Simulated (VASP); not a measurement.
# Ge (Pm-3m) in VASP: a series of runs, part 2 of 2

VASP 6.6.1.

## (4) Single point, PBEsol

INCAR

```
  PREC = Accurate
  ENCUT = 520
  EDIFF = 1E-6
  ISMEAR = -4
  SIGMA = 0.1
  LREAL = F
  LASPH = T
  NELM = 100
  ALGO = Normal
  ISIF = 2
  LWAVE = F
  LCHARG = F
  GGA = PS
  NBANDS = 13
```

KPOINTS

```
regular mesh
0
Gamma
  15 15 15
```

POSCAR

```
Ge
1.0
    2.0122592912      0.0000000000      0.0000000000
    0.0000000000      2.0122592912      0.0000000000
    0.0000000000      0.0000000000      2.0122592912
Ge
1
Direct
    0.0000000000      0.0000000000      0.0000000000
```

Potentials or basis: VASP PAW PBE potentials, release 64 (Ge_d).

Run with:

```sh
> cat potpaw_PBE.64/Ge_d/POTCAR > POTCAR
> mpirun -np 1 vasp_std > vasp.out
```

OUTCAR:

```text
PREC = Accurate
   ENCUT = 520
   EDIFF = 1E-6
   ISMEAR = -4
   LREAL = F
   LASPH = T
   NELM = 100
   ISIF = 2
   GGA = PS

 ion  position               nearest neighbor table
   1  0.000  0.000  0.000-

  LATTYP: Found a simple cubic cell.
 ALAT       =     2.0122592912

  Lattice vectors:

 A1 = (   2.0122592912,   0.0000000000,   0.0000000000)
 A2 = (   0.0000000000,   2.0122592912,   0.0000000000)
 A3 = (   0.0000000000,   0.0000000000,   2.0122592912)

Analysis of symmetry for initial positions (statically):
=====================================================================
 Subroutine PRICEL returns:
 Original cell was already a primitive cell.

 Routine SETGRP: Setting up the symmetry group for a
 simple cubic supercell.

 Subroutine GETGRP returns: Found 48 space group operations
 (whereof 48 operations were pure point group operations)
 out of a pool of 48 trial point group operations.

The static configuration has the point symmetry O_h .

Analysis of symmetry for dynamics (positions and initial velocities):
=====================================================================
 Subroutine PRICEL returns:
 Original cell was already a primitive cell.

 Routine SETGRP: Setting up the symmetry group for a
 simple cubic supercell.

 Subroutine GETGRP returns: Found 48 space group operations
 (whereof 48 operations were pure point group operations)
 out of a pool of 48 trial point group operations.

The dynamic configuration has the point symmetry O_h .

 Subroutine INISYM returns: Found 48 space group operations
 (whereof 48 operations are pure point group operations),
 and found     1 'primitive' translations

----------------------------------------------------------------------------------------

                                     Primitive cell

  volume of cell :       8.1480

  direct lattice vectors                    reciprocal lattice vectors
     2.012259291  0.000000000  0.000000000     0.496953849  0.000000000  0.000000000
     0.000000000  2.012259291  0.000000000     0.000000000  0.496953849  0.000000000
     0.000000000  0.000000000  2.012259291     0.000000000  0.000000000  0.496953849

  length of vectors
     2.012259291  2.012259291  2.012259291     0.496953849  0.496953849  0.496953849

  position of ions in fractional coordinates (direct lattice)
     0.000000000  0.000000000  0.000000000

  ion indices of the primitive-cell ions
   primitive index   ion index
                 1           1

----------------------------------------------------------------------------------------

 KPOINTS: regular mesh

Automatic generation of k-mesh.
 Grid dimensions read from file:
 generate k-points for:   15   15   15

 Generating k-lattice:

  Cartesian coordinates                     Fractional coordinates (reciprocal lattice)
     0.033130257  0.000000000  0.000000000     0.066666667  0.000000000  0.000000000
     0.000000000  0.033130257  0.000000000     0.000000000  0.066666667  0.000000000
     0.000000000  0.000000000  0.033130257     0.000000000  0.000000000  0.066666667

  Length of vectors
     0.033130257  0.033130257  0.033130257

  Shift w.r.t. Gamma in fractional coordinates (k-lattice)
     0.000000000  0.000000000  0.000000000

 TETIRR: Found   1667 inequivalent tetrahedra from    20250

 Subroutine IBZKPT returns following result:
 ===========================================

 Found    120 irreducible k-points:

 Following reciprocal coordinates:
            Coordinates               Weight
  0.000000  0.000000  0.000000      1.000000
  0.066667  0.000000  0.000000      6.000000
  0.133333  0.000000  0.000000      6.000000
  0.200000  0.000000  0.000000      6.000000
  0.266667  0.000000  0.000000      6.000000
  0.333333  0.000000  0.000000      6.000000
[... 16 lines left out ...]
  0.266667  0.200000  0.000000     24.000000
  0.333333  0.200000  0.000000     24.000000
 [... further k-points ...]
   k-points           NKPTS =    120   k-points in BZ     NKDIM =    120   number of bands    NBANDS=     13
   number of dos      NEDOS =    301   number of ions     NIONS =      1
   total plane-waves  NPLWV =   4096
   dimension x,y,z NGX =    16 NGY =   16 NGZ =   16
   dimension x,y,z NGXF=    32 NGYF=   32 NGZF=   32
   ions per type =               1
   NGX,Y,Z   is equivalent  to a cutoff of  13.22, 13.22, 13.22 a.u.
   NGXF,Y,Z  is equivalent  to a cutoff of  26.44, 26.44, 26.44 a.u.
 SYSTEM =  unknown system
   PREC   = accura    normal or accurate (medium, high low for compatibility)
   ISTART =      0    job   : 0-new  1-cont  2-samecut
   ICHARG =      2    charge: 1-file 2-atom 10-const
   ISPIN  =      1    spin polarized calculation?
   LNONCOLLINEAR =      F non collinear calculations
   LSORBIT =      F    spin-orbit coupling
   LASPH  =      T    aspherical Exc in radial PAW
   ENCUT  =  520.0 eV  38.22 Ry    6.18 a.u.   3.74  3.74  3.74*2*pi/ulx,y,z
   NELM   =    100;   NELMIN=  2; NELMDL= -5     # of ELM steps
   EDIFF  = 0.1E-05   stopping-criterion for ELM
   LREAL  =      F    real-space projection
   EDIFFG = 0.1E-04   stopping-criterion for IOM
   NSW    =      0    number of steps for IOM
   IBRION =     -1    ionic relax: 0-MD 1-quasi-New 2-CG
   NFREE  =      0    steps in history (QN), initial steepest desc. (CG)
   ISIF   =      2    stress and relaxation
   ISYM   =      2    0-nonsym 1-usesym 2-fastsym
   POTIM  = 0.5000    time-step for ionic-motion
   TEBEG  =    0.0;   TEEND  =   0.0 temperature during run
   PSTRESS=    0.0 pullay stress
   NELECT =      14.0000    total number of electrons
   NUPDOWN=      -1.0000    fix difference up-down
   EMIN   =  10.00;   EMAX   =-10.00  energy-range for DOS
   EFERMI =   0.00;   METHOD = LEGACY
   ISMEAR =    -4;   SIGMA  =   0.10  broadening in eV -4-tet -1-fermi 0-gaus
   EFERMI_NEDOS =   21; number of points for ismear=-14 and -15
   IALGO  =     38    algorithm
   IMIX   =      4    mixing-type and parameters
     AMIX     =   0.40;   BMIX     =  1.00
     AMIX_MAG =   1.60;   BMIX_MAG =  1.00
  volume/ion in A,a.u.               =       8.15        54.99
  Fermi-wavevector in a.u.,A,eV,Ry     =   1.960801  3.705377 52.310883  3.844741
  Thomas-Fermi vector in A             =   2.985869
   LORBIT       =      0    0 simple, 1 ext, 2 COOP (PROOUT), +10 PAW based schemes
   GGA     = PS    functional components
   LHFCALC =     F    Hartree Fock is set to
   AEXX    =    0.0000 exact exchange contribution
   IVDW    =     0    specifies the selected vdW correction
   LEPSILON=     F    determine dielectric tensor
   LRPA    =     F    only Hartree local field effects (RPA)
 non-spin polarized calculation
 Fermi weights with tetrahedron method witout Bloechl corrections
  energy-cutoff  :      520.00
  volume of cell :        8.15
 maximum number of plane-waves:       228
 NGX is ok and might be reduce to    16
   NGX =  7   NGY =  7   NGZ =  7

 number of electron      13.9999990 magnetization

 Free energy of the ion-electron system (eV)
  ---------------------------------------------------
  ext. energy  EPLUGINS =         0.00000000
  ---------------------------------------------------
  free energy    TOTEN  =         2.43919305 eV

  energy without entropy =        2.43919305  energy(sigma->0) =        2.43919305

 E-fermi :  21.0445     XC(G=0): -16.3756

 val. band max:       21.6111419887   @ k =   0.2667   0.2667   0.2667
 cond. band min:      20.6829689528   @ k =   0.4000   0.4000   0.4000
 fundamental gap:     -0.9281730359
 Fermi energy:        21.0444874011

 k-point     1 :       0.0000    0.0000    0.0000
  band No.  band energies     occupation
      1      -8.0754      2.00000
      2      -8.0754      2.00000
      3      -5.7449      2.00000
      4      -5.7449      2.00000
      5      -5.7449      2.00000
      6      -3.5612      2.00000
      7      32.3806      0.00000
      8      32.3806      0.00000
      9      32.3806      0.00000
     10      35.4293      0.00000
     11      35.4293      0.00000
     12      44.4081      0.00000
     13      61.9531      0.00000
[... 353 lines left out ...]
 k-point    24 :       0.3333    0.2000    0.0000
  band No.  band energies     occupation
      1      -7.6319      2.00000
      2      -6.7293      2.00000
      3      -6.7027      2.00000
      4      -6.2136      2.00000
      5      -5.9214      2.00000
      6       2.5299      2.00000
      7      15.6030      2.00000
      8      26.1318      0.00000
      9      37.6560      0.00000
     10      38.9974      0.00000
     11      41.4443      0.00000
     12      50.8097      0.00000
     13      52.3100      0.00000

 [... further k-points ...]
[... 5 lines left out ...]
  --------------------------------------------------------------------------------------
  -------------------------------------------------------------------------------------
  Total       23.1478570     23.1478570     23.1478570     -0.0000000      0.0000000      0.0000000
  in kB     4551.6572335   4551.6572335   4551.6572335     -0.0000000      0.0000000      0.0000000
  external PRESSURE =    4551.6572335 kB  Pullay stress =       0.0000000 kB

 VOLUME and BASIS-vectors are now :
 -----------------------------------------------------------------------------
  energy-cutoff  :      520.00
  volume of cell :        8.15
      direct lattice vectors                 reciprocal lattice vectors
     2.012259291  0.000000000  0.000000000     0.496953849  0.000000000  0.000000000
     0.000000000  2.012259291  0.000000000     0.000000000  0.496953849  0.000000000
     0.000000000  0.000000000  2.012259291     0.000000000  0.000000000  0.496953849

 POSITION                                       TOTAL-FORCE (eV/Angst)
 -----------------------------------------------------------------------------------
      0.00000      0.00000      0.00000         0.000000      0.000000      0.000000
 -----------------------------------------------------------------------------------
    total drift:                                0.000000      0.000000      0.000000

  FREE ENERGIE OF THE ION-ELECTRON SYSTEM (eV)
  ---------------------------------------------------
  free  energy   TOTEN  =         2.4391930452 eV

  energy  without entropy=        2.4391930452  energy(sigma->0) =        2.43919305
```

OSZICAR:

```text
N       E                     dE             d eps       ncg     rms          rms(c)
DAV:   1     0.545703072890E+02    0.54570E+02   -0.60797E+03  3766   0.347E+03
DAV:   2     0.394836659603E+01   -0.50622E+02   -0.48037E+02  3255   0.355E+02
DAV:   3     0.198161288750E+01   -0.19668E+01   -0.19551E+01  3485   0.513E+01
DAV:   4     0.197255176156E+01   -0.90611E-02   -0.90603E-02  3508   0.334E+00
DAV:   5     0.197252304086E+01   -0.28721E-04   -0.28720E-04  3560   0.193E-01    0.647E+00
DAV:   6     0.227716395119E+01    0.30464E+00   -0.37465E-02  3415   0.251E+00    0.351E+00
DAV:   7     0.243886843678E+01    0.16170E+00   -0.68625E-02  3365   0.243E+00    0.338E-01
DAV:   8     0.243915116911E+01    0.28273E-03   -0.12693E-03  4398   0.915E-01    0.112E-01
DAV:   9     0.243917694365E+01    0.25775E-04   -0.23923E-05  3741   0.161E-01    0.126E-02
DAV:  10     0.243919235519E+01    0.15412E-04   -0.89557E-06  4103   0.110E-01    0.169E-03
DAV:  11     0.243919304517E+01    0.68997E-06   -0.56165E-07  2343   0.159E-02
   1 F= 0.24391930E+01 E0= 0.24391930E+01  d E =0.000000E+00
```

stdout:

```text
POSCAR found type information on POSCAR Ge
 POSCAR found :  1 types and       1 ions
 scaLAPACK will be used
 -----------------------------------------------------------------------------
|                                                                             |
[... 23 lines left out ...]
|     occupations, so forces and stress will be inaccurate. We suggest        |
|     using a different smearing scheme ISMEAR = 1 or 2 for metals in         |
|     relaxations.                                                            |
|                                                                             |
 -----------------------------------------------------------------------------
```

It took 8 s on 1 thread of Intel Xeon Platinum 8259CL at 2.50GHz (Skylake/Cascade Lake), shared host; peak memory 0.13 GiB.

What came out:

```
Free energy            : 2.4392 eV
Pressure               : 455.2 GPa
Band gap on the k mesh : zero (band 7 reaches 32.38 eV, above the bottom of band 8 at 18.98 eV)
```

Caveat: the PAW data sets were made with another functional, which shifts forces and pressure a little.

## (5) Single point, PBEsol (volume scaled by 0.5)

INCAR

```
SYSTEM = Ge
PREC = Accurate
ENCUT = 520
EDIFF = 1E-6
ISMEAR = -1
SIGMA = 0.1
LREAL = .FALSE.
LASPH = .TRUE.
NELM = 60
ALGO = Normal
ISIF = 2
LWAVE = .FALSE.
LCHARG = .FALSE.
GGA = PS
NBANDS = 13
```

KPOINTS

```
regular mesh
0
G
  15 15 15
  0 0 0
```

POSCAR

```
Ge
1.0
    2.1160103661      0.0000000000      0.0000000000
    0.0000000000      2.1160103661      0.0000000000
    0.0000000000      0.0000000000      2.1160103661
Ge
1
Direct
    0.0000000000      0.0000000000      0.0000000000
```

Run with:

```sh
> cat potpaw_PBE.64/Ge_d/POTCAR > POTCAR
> mpirun -np 1 vasp_std > vasp.out
```

Wall time 6.5 s (1 thread of Intel Xeon Platinum 8259CL at 2.50GHz (Skylake/Cascade Lake), shared host); peak memory 0.12 GiB.

It converged, with:

```yaml
Free_energy: -0.5755 eV
Pressure: 266.7 GPa
Band_gap_on_the_k_mesh: zero (band 7 reaches 28.02 eV, above the bottom of band 8 at 14.89 eV)
```

Levels at points of the mesh, in eV from the Fermi level:
| k point | band 3 | band 4 | band 5 | band 6 | band 7 | band 8 | band 9 | band 10 | band 11 | band 12 |
| --- | --- | --- | --- | --- | --- | --- | --- | --- | --- | --- |
| (0.00, 0.00, 0.00) | -25.82 | -25.82 | -25.82 | -21.73 | 10.71 | 10.71 | 10.71 | 13.55 | 13.55 | 21.37 |

Caveat: the PAW data sets were made with another functional, which shifts forces and pressure a little.

## (6) The runs side by side

| cell | smearing | gap on the mesh (eV) | pressure (GPa) |
| --- | --- | --- | --- |
| a = 2.012 Å, 1 atom | fermi-dirac 0.1 eV | none | 455.5 |
| a = 2.012 Å, 1 atom | tetrahedron | none | 455.2 |
| a = 2.116 Å, 1 atom | fermi-dirac 0.1 eV | none | 266.7 |

Alike in all rows: task single point; level PBEsol; potentials or basis VASP PAW PBE potentials, release 64 (Ge_d); no spin polarisation; k mesh 15 × 15 × 15; cutoff (eV) 520.

Caveats: the PAW data sets were made with another functional, which shifts forces and pressure a little.

Absolute energies hang on the potentials; compare differences alone.
